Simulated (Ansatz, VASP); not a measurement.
## One calculation of Sb2Au, two programs

The input INCAR:

```
SYSTEM = Sb2Au
PREC = Accurate
ENCUT = 520
EDIFF = 1E-6
ISMEAR = -1
SIGMA = 0.08
LREAL = .FALSE.
LASPH = .TRUE.
NELM = 80
ALGO = Normal
ISIF = 2
LWAVE = .FALSE.
LCHARG = .FALSE.
GGA = CA
NBANDS = 18
```

The input KPOINTS:

```
regular mesh
0
G
  9 9 9
  0 0 0
```

The input POSCAR:

```
Sb2Au
1.0
    0.0000000000      3.3390565596      3.3390565596
    3.3390565596      0.0000000000      3.3390565596
    3.3390565596      3.3390565596      0.0000000000
Sb Au
2 1
Direct
    0.2500000000      0.2500000000      0.2500000000
    0.7500000000      0.7500000000      0.7500000000
    0.0000000000      0.0000000000      0.0000000000
```

Input for Ansatz:

```yaml
crystal:
  lattice:
    - [0.0, 3.3390565596, 3.3390565596]
    - [3.3390565596, 0.0, 3.3390565596]
    - [3.3390565596, 3.3390565596, 0.0]
  atoms:
    - { symbol: Sb, position: [0.25, 0.25, 0.25] }
    - { symbol: Sb, position: [0.75, 0.75, 0.75] }
    - { symbol: Au, position: [0.0, 0.0, 0.0] }
kpoints:
  mp_grid: { grid: [9, 9, 9] }
  band_path:
    path:
      - [0.0, 0.0, 0.0]
      - [0.5, 0.0, 0.5]
      - [0.625, 0.25, 0.625]
      - [0.375, 0.375, 0.75]
      - [0.0, 0.0, 0.0]
      - [0.5, 0.5, 0.5]
      - [0.5, 0.25, 0.75]
      - [0.5, 0.0, 0.5]
    npoints: 5
scf:
  occupations: { method: fermi_dirac, width: 0.08 }
hamiltonian:
  xc: lda
  pseudopotentials: { kind: all_electron, lapw: { basis_error: 0.001 } }
output:
  forces: true
  stress: true
  eigenvalues: true
```

Change from the starting cell: volume scaled by 1.01.

Alike in both runs: task single point; functional LDA; k mesh 9 × 9 × 9; occupations fermi-dirac, width 0.08 eV; no spin polarisation.

|  | VASP | Ansatz |
| --- | --- | --- |
| version | VASP 6.6.1 | Ansatz 0.2.0 |
| potentials or method | VASP PAW LDA potentials, release 64 (Sb, Au), cutoff 520 eV | all-electron LAPW, scalar-relativistic |

|  | VASP | Ansatz | Ansatz less VASP |
| --- | --- | --- | --- |
| pressure (GPa) | 2.1 | 1.9 | -0.19 |

LDA's correlation is that of Perdew and Zunger in VASP and of Perdew and Wang (1992) in Ansatz. Ansatz ran all-electron here, and VASP with PAW potentials.

Neither program's run includes spin-orbit coupling.
